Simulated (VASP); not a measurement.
# InH (Fm-3m) in VASP: single point with PBE

Aim: the single point of InH with PBE.

Program: VASP 6.6.1. These are calculated values, not measurements. Logs are shortened: lines on timing, memory, paths and dates and some standing lists are left out, and cuts for length are marked.

**1. The cell of the first run**

It takes space group Fm-3m (No. 225, cubic). Conventional cell: a = 5.031 Å, b = 5.031 Å, c = 5.031 Å, α = 90.00°, β = 90.00°, γ = 90.00°. In (site symmetry m-3m) has 6 H at 2.52 Å within 3.3 Å. Within 3.3 Å of H (site symmetry m-3m) lie 6 In at 2.52 Å.

**2. Single point, PBE**

Input file POSCAR:

```
InH
1.0
    0.0000000000      2.5153639930      2.5153639930
    2.5153639930      0.0000000000      2.5153639930
    2.5153639930      2.5153639930      0.0000000000
In H
1 1
Direct
    0.5000000000      0.5000000000      0.5000000000
    0.0000000000      0.0000000000      0.0000000000
```

Input file INCAR.step1:

```
PREC = Accurate
ENCUT = 520
EDIFF = 1E-6
ISMEAR = 0
SIGMA = 0.1
LREAL = F
LASPH = T
NELM = 80
ALGO = Normal
ISIF = 2
LWAVE = F
LCHARG = T
GGA = PE
NBANDS = 14
```

Input file KPOINTS.step1:

```
regular mesh
0
Gamma
  20 20 20
```

Input file INCAR.step2:

```
PREC = Accurate
ENCUT = 520
EDIFF = 1E-6
ISMEAR = -5
SIGMA = 0.1
LREAL = F
LASPH = T
NELM = 80
ALGO = Normal
ISIF = 2
LWAVE = F
LCHARG = F
GGA = PE
LORBIT = 10
NEDOS = 1001
ICHARG = 11
```

Input file KPOINTS.step2:

```
regular mesh
0
Gamma
  30 30 30
```

Potentials or basis: VASP PAW PBE potentials, release 64 (In_d, H).

Run with:

```
> cat potpaw_PBE.64/In_d/POTCAR potpaw_PBE.64/H/POTCAR > POTCAR
> cp INCAR.step1 INCAR
> cp KPOINTS.step1 KPOINTS
> mpirun -np 1 vasp_std > vasp.out
> cp INCAR.step2 INCAR
> cp KPOINTS.step2 KPOINTS
> mpirun -np 1 vasp_std > vasp.out
```

OUTCAR:

```text
PREC = Accurate
   ENCUT = 520
   EDIFF = 1E-6
   ISMEAR = -5
   LREAL = F
   LASPH = T
   NELM = 80
   ISIF = 2
   GGA = PE
   LORBIT = 10
   ICHARG = 11

 ion  position               nearest neighbor table
   1  0.500  0.500  0.500-
   2  0.000  0.000  0.000-

  LATTYP: Found a face centered cubic cell.
 ALAT       =     5.0307279860

  Lattice vectors:

 A1 = (   0.0000000000,   2.5153639930,   2.5153639930)
 A2 = (   2.5153639930,   0.0000000000,   2.5153639930)
 A3 = (   2.5153639930,   2.5153639930,   0.0000000000)

Analysis of symmetry for initial positions (statically):
=====================================================================
 Subroutine PRICEL returns:
 Original cell was already a primitive cell.

 Routine SETGRP: Setting up the symmetry group for a
 face centered cubic supercell.

 Subroutine GETGRP returns: Found 48 space group operations
 (whereof 48 operations were pure point group operations)
 out of a pool of 48 trial point group operations.

The static configuration has the point symmetry O_h .

Analysis of symmetry for dynamics (positions and initial velocities):
=====================================================================
 Subroutine PRICEL returns:
 Original cell was already a primitive cell.

 Routine SETGRP: Setting up the symmetry group for a
 face centered cubic supercell.

 Subroutine GETGRP returns: Found 48 space group operations
 (whereof 48 operations were pure point group operations)
 out of a pool of 48 trial point group operations.

The dynamic configuration has the point symmetry O_h .

 Subroutine INISYM returns: Found 48 space group operations
 (whereof 48 operations are pure point group operations),
 and found     1 'primitive' translations

----------------------------------------------------------------------------------------

                                     Primitive cell

  volume of cell :      31.8297

  direct lattice vectors                    reciprocal lattice vectors
     0.000000000  2.515363993  2.515363993    -0.198778388  0.198778388  0.198778388
     2.515363993  0.000000000  2.515363993     0.198778388 -0.198778388  0.198778388
     2.515363993  2.515363993  0.000000000     0.198778388  0.198778388 -0.198778388

  length of vectors
     3.557261873  3.557261873  3.557261873     0.344294268  0.344294268  0.344294268

  position of ions in fractional coordinates (direct lattice)
     0.500000000  0.500000000  0.500000000
     0.000000000  0.000000000  0.000000000

  ion indices of the primitive-cell ions
   primitive index   ion index
                 1           1
                 2           2

----------------------------------------------------------------------------------------

 KPOINTS: regular mesh

Automatic generation of k-mesh.
 Grid dimensions read from file:
 generate k-points for:   30   30   30

 Generating k-lattice:

  Cartesian coordinates                     Fractional coordinates (reciprocal lattice)
    -0.006625946  0.006625946  0.006625946     0.033333333  0.000000000  0.000000000
     0.006625946 -0.006625946  0.006625946     0.000000000  0.033333333  0.000000000
     0.006625946  0.006625946 -0.006625946     0.000000000  0.000000000  0.033333333

  Length of vectors
     0.011476476  0.011476476  0.011476476

  Shift w.r.t. Gamma in fractional coordinates (k-lattice)
     0.000000000  0.000000000  0.000000000

 TETIRR: Found   3593 inequivalent tetrahedra from   162000

 Subroutine IBZKPT returns following result:
 ===========================================

 Found    752 irreducible k-points:

 Following reciprocal coordinates:
            Coordinates               Weight
  0.000000  0.000000  0.000000      1.000000
  0.033333  0.000000  0.000000      8.000000
  0.066667  0.000000  0.000000      8.000000
  0.100000  0.000000  0.000000      8.000000
  0.133333  0.000000  0.000000      8.000000
  0.166667  0.000000  0.000000      8.000000
[... 16 lines left out ...]
  0.233333  0.033333  0.000000     24.000000
  0.266667  0.033333  0.000000     24.000000
 [... further k-points ...]
   k-points           NKPTS =    752   k-points in BZ     NKDIM =    752   number of bands    NBANDS=     11
   number of dos      NEDOS =   1001   number of ions     NIONS =      2
   total plane-waves  NPLWV =  21952
   dimension x,y,z NGX =    28 NGY =   28 NGZ =   28
   dimension x,y,z NGXF=    56 NGYF=   56 NGZF=   56
   ions per type =               1   1
   NGX,Y,Z   is equivalent  to a cutoff of  13.09, 13.09, 13.09 a.u.
   NGXF,Y,Z  is equivalent  to a cutoff of  26.17, 26.17, 26.17 a.u.
 SYSTEM =  unknown system
   PREC   = accura    normal or accurate (medium, high low for compatibility)
   ISTART =      0    job   : 0-new  1-cont  2-samecut
   ICHARG =     11    charge: 1-file 2-atom 10-const
   ISPIN  =      1    spin polarized calculation?
   LNONCOLLINEAR =      F non collinear calculations
   LSORBIT =      F    spin-orbit coupling
   LASPH  =      T    aspherical Exc in radial PAW
   ENCUT  =  520.0 eV  38.22 Ry    6.18 a.u.   6.61  6.61  6.61*2*pi/ulx,y,z
   NELM   =     80;   NELMIN=  2; NELMDL=  0     # of ELM steps
   EDIFF  = 0.1E-05   stopping-criterion for ELM
   LREAL  =      F    real-space projection
   EDIFFG = 0.1E-04   stopping-criterion for IOM
   NSW    =      0    number of steps for IOM
   IBRION =     -1    ionic relax: 0-MD 1-quasi-New 2-CG
   NFREE  =      0    steps in history (QN), initial steepest desc. (CG)
   ISIF   =      2    stress and relaxation
   ISYM   =      2    0-nonsym 1-usesym 2-fastsym
   POTIM  = 0.5000    time-step for ionic-motion
   TEBEG  =    0.0;   TEEND  =   0.0 temperature during run
   PSTRESS=    0.0 pullay stress
   NELECT =      14.0000    total number of electrons
   NUPDOWN=      -1.0000    fix difference up-down
   EMIN   =  10.00;   EMAX   =-10.00  energy-range for DOS
   EFERMI =   0.00;   METHOD = LEGACY
   ISMEAR =    -5;   SIGMA  =   0.10  broadening in eV -4-tet -1-fermi 0-gaus
   EFERMI_NEDOS =   21; number of points for ismear=-14 and -15
   IALGO  =     38    algorithm
   IMIX   =      4    mixing-type and parameters
     AMIX     =   0.40;   BMIX     =  1.00
     AMIX_MAG =   1.60;   BMIX_MAG =  1.00
  volume/ion in A,a.u.               =      15.91       107.40
  Fermi-wavevector in a.u.,A,eV,Ry     =   1.245011  2.352730 21.089758  1.550053
  Thomas-Fermi vector in A             =   2.379253
   LORBIT       =     10    0 simple, 1 ext, 2 COOP (PROOUT), +10 PAW based schemes
   GGA     = PE    functional components
   LHFCALC =     F    Hartree Fock is set to
   AEXX    =    0.0000 exact exchange contribution
   IVDW    =     0    specifies the selected vdW correction
   LEPSILON=     F    determine dielectric tensor
   LRPA    =     F    only Hartree local field effects (RPA)
 non-spin polarized calculation
 Fermi weights with tetrahedron method with Bloechl corrections
  energy-cutoff  :      520.00
  volume of cell :       31.83
 maximum number of plane-waves:       889

 number of electron      13.9999994 magnetization

 Free energy of the ion-electron system (eV)
  ---------------------------------------------------
  ext. energy  EPLUGINS =         0.00000000
  ---------------------------------------------------
  free energy    TOTEN  =        -4.96664295 eV

  energy without entropy =       -4.96664295  energy(sigma->0) =       -4.96664295

 E-fermi :   6.0611     XC(G=0):  -9.9252

 val. band max:        6.0752078644   @ k =   0.4000   0.3333   0.0000
 cond. band min:       5.9510550472   @ k =  -0.3000   0.4667   0.2333
 fundamental gap:     -0.1241528172
 Fermi energy:         6.0611208515

 k-point     1 :       0.0000    0.0000    0.0000
  band No.  band energies     occupation
      1      -8.4238      2.00000
      2      -8.4238      2.00000
      3      -8.4238      2.00000
      4      -8.3208      2.00000
      5      -8.3208      2.00000
      6      -3.6529      2.00000
      7       9.5462      0.00000
      8      14.1830      0.00000
      9      14.1830      0.00000
     10      14.1830      0.00000
     11      17.0176      0.00000

 k-point     2 :       0.0333    0.0000    0.0000
  band No.  band energies     occupation
      1      -8.4239      2.00000
      2      -8.4226      2.00000
      3      -8.4226      2.00000
      4      -8.3210      2.00000
      5      -8.3210      2.00000
      6      -3.6325      2.00000
      7       9.4782      0.00000
      8      14.0706      0.00000
      9      14.1569      0.00000
     10      14.1569      0.00000
     11      16.8311      0.00000

 k-point     3 :       0.0667    0.0000    0.0000
  band No.  band energies     occupation
      1      -8.4241      2.00000
      2      -8.4192      2.00000
      3      -8.4192      2.00000
      4      -8.3215      2.00000
      5      -8.3215      2.00000
      6      -3.5710      2.00000
      7       9.2760      0.00000
      8      13.7556      0.00000
      9      14.0834      0.00000
     10      14.0834      0.00000
     11      16.6372      0.00000

 k-point     4 :       0.1000    0.0000    0.0000
  band No.  band energies     occupation
      1      -8.4246      2.00000
      2      -8.4141      2.00000
      3      -8.4141      2.00000
      4      -8.3218      2.00000
      5      -8.3218      2.00000
      6      -3.4685      2.00000
      7       8.9444      0.00000
      8      13.3149      0.00000
      9      13.9743      0.00000
     10      13.9743      0.00000
     11      16.6096      0.00000

 k-point     5 :       0.1333    0.0000    0.0000
  band No.  band energies     occupation
      1      -8.4254      2.00000
      2      -8.4082      2.00000
      3      -8.4082      2.00000
      4      -8.3212      2.00000
      5      -8.3212      2.00000
      6      -3.3248      2.00000
      7       8.4935      0.00000
      8      12.8415      0.00000
      9      13.8438      0.00000
     10      13.8438      0.00000
     11      16.7028      0.00000
[... 211 lines left out ...]
 k-point    21 :       0.1667    0.0333    0.0000
  band No.  band energies     occupation
      1      -8.4280      2.00000
      2      -8.4035      2.00000
      3      -8.4016      2.00000
      4      -8.3267      2.00000
      5      -8.3137      2.00000
      6      -3.1875      2.00000
      7       8.1184      0.00000
      8      12.4598      0.00000
      9      13.3422      0.00000
     10      14.1308      0.00000
     11      16.6926      0.00000

 k-point    22 :       0.2000    0.0333    0.0000
  band No.  band energies     occupation
      1      -8.4291      2.00000
      2      -8.3998      2.00000
      3      -8.3977      2.00000
      4      -8.3233      2.00000
      5      -8.3081      2.00000
      6      -2.9746      2.00000
      7       7.5188      0.00000
      8      12.0471      0.00000
      9      13.1811      0.00000
     10      13.9919      0.00000
     11      16.8706      0.00000

 k-point    23 :       0.2333    0.0333    0.0000
  band No.  band energies     occupation
      1      -8.4307      2.00000
      2      -8.3987      2.00000
      3      -8.3963      2.00000
      4      -8.3161      2.00000
      5      -8.2995      2.00000
      6      -2.7203      2.00000
      7       6.8544      0.00000
      8      11.6905      0.00000
      9      13.0387      0.00000
     10      13.8366      0.00000
     11      16.9924      0.00000

 k-point    24 :       0.2667    0.0333    0.0000
  band No.  band energies     occupation
      1      -8.4327      2.00000
      2      -8.4002      2.00000
      3      -8.3974      2.00000
      4      -8.3055      2.00000
      5      -8.2884      2.00000
      6      -2.4247      2.00000
      7       6.1492      0.67634
      8      11.3878      0.00000
      9      12.9186      0.00000
     10      13.6736      0.00000
     11      16.9766      0.00000

 [... further k-points ...]

------------------------ aborting loop because EDIFF is reached ----------------------------------------

  FORCE on cell =-STRESS in cart. coord.  units (eV):
  Direction    XX          YY          ZZ          XY          YZ          ZX
  --------------------------------------------------------------------------------------
  -------------------------------------------------------------------------------------
  Total       -0.0199223     -0.0199223     -0.0199223     -0.0000000     -0.0000000      0.0000000
  in kB       -1.0028062     -1.0028062     -1.0028062     -0.0000000     -0.0000000      0.0000000
  external PRESSURE =      -1.0028062 kB  Pullay stress =       0.0000000 kB

 VOLUME and BASIS-vectors are now :
 -----------------------------------------------------------------------------
  energy-cutoff  :      520.00
  volume of cell :       31.83
      direct lattice vectors                 reciprocal lattice vectors
     0.000000000  2.515363993  2.515363993    -0.198778388  0.198778388  0.198778388
     2.515363993  0.000000000  2.515363993     0.198778388 -0.198778388  0.198778388
     2.515363993  2.515363993  0.000000000     0.198778388  0.198778388 -0.198778388

 POSITION                                       TOTAL-FORCE (eV/Angst)
 -----------------------------------------------------------------------------------
      2.51536      2.51536      2.51536         0.000000     -0.000000      0.000000
      0.00000      0.00000      0.00000        -0.000000      0.000000     -0.000000
 -----------------------------------------------------------------------------------
    total drift:                                0.000000      0.000000      0.000000

  FREE ENERGIE OF THE ION-ELECTRON SYSTEM (eV)
  ---------------------------------------------------
  free  energy   TOTEN  =        -4.9666429493 eV

  energy  without entropy=       -4.9666429493  energy(sigma->0) =       -4.96664295

 total charge

# of ion       s       p       d       tot
------------------------------------------
    1        1.049   0.366   9.863  11.278
    2        0.441   0.008   0.000   0.449
--------------------------------------------------
tot          1.490   0.374   9.863  11.727
```

It took 1.8 min on 1 thread of Intel Xeon 6975P-C (Granite Rapids), shared host; peak memory 0.39 GiB.

Results:

* Valence electrons inside the program's atomic spheres: In 11.28; H 0.45

Caveat: spin-orbit coupling is left out, which moves the levels of the heavy elements; tetrahedron occupations give inexact forces and stress in metals.
